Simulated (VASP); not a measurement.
Set up this calculation in VASP 6.6.1, as the native input.

```
Task                   : single point
Functional             : r2SCAN
Potentials or basis    : VASP PAW PBE potentials, release 64 (As)
Cutoff                 : 520 eV
k mesh                 : 12 × 12 × 12
Occupations            : fermi-dirac, width 0.1 eV
Spin                   : no spin polarisation
Dipole correction      : no
Further INCAR settings : ALGO = Normal; EDIFF = 1e-06; NBANDS = 8
```

The system is As.

```xyz
1
Lattice="2.8298 0.0000 0.0000 0.0000 2.8298 0.0000 0.0000 0.0000 2.8298" Properties=species:S:1:pos:R:3 pbc="T T T"
As    0.0000    0.0000    0.0000
```

These files were run (other wordings do the same):

POSCAR

```
As
1.0
    2.8297740000      0.0000000000      0.0000000000
    0.0000000000      2.8297740000      0.0000000000
    0.0000000000      0.0000000000      2.8297740000
As
1
Direct
    0.0000000000      0.0000000000      0.0000000000
```

INCAR.step1

```
PREC = Accurate ; ENCUT = 520
ISMEAR = -1 ; SIGMA = 0.1
LREAL = F ; LASPH = T
NELM = 60 ; NBANDS = 8
GGA = PE ; ALGO = Normal
EDIFF = 1E-4 ; LWAVE = T
LCHARG = F
```

INCAR.step2

```
PREC = Accurate ; ENCUT = 520
EDIFF = 1E-6 ; ISMEAR = -1
SIGMA = 0.1 ; LREAL = F
LASPH = T ; NELM = 60
ALGO = Normal ; ISIF = 2
LWAVE = F ; LCHARG = F
METAGGA = R2SCAN ; LMIXTAU = T
NBANDS = 8 ; ISTART = 1
```

KPOINTS

```
regular mesh
0
Gamma
  12 12 12
```

Potentials or basis: VASP PAW PBE potentials, release 64 (As).

Run with:

```bash
$ cat potpaw_PBE.64/As/POTCAR > POTCAR
$ cp INCAR.step1 INCAR
$ mpirun -np 1 vasp_std > vasp.out
$ cp INCAR.step2 INCAR
$ mpirun -np 1 vasp_std > vasp.out
```

Results of the run:

```yaml
Pressure: -8.3 GPa
```

Caveat: the PAW data sets were made with another functional, which shifts forces and pressure a little.

Wall time 20 s on 1 thread of Intel(R) Xeon(R) Platinum 8488C (Sapphire Rapids), with other jobs on the host, peak memory 0.14 GiB.
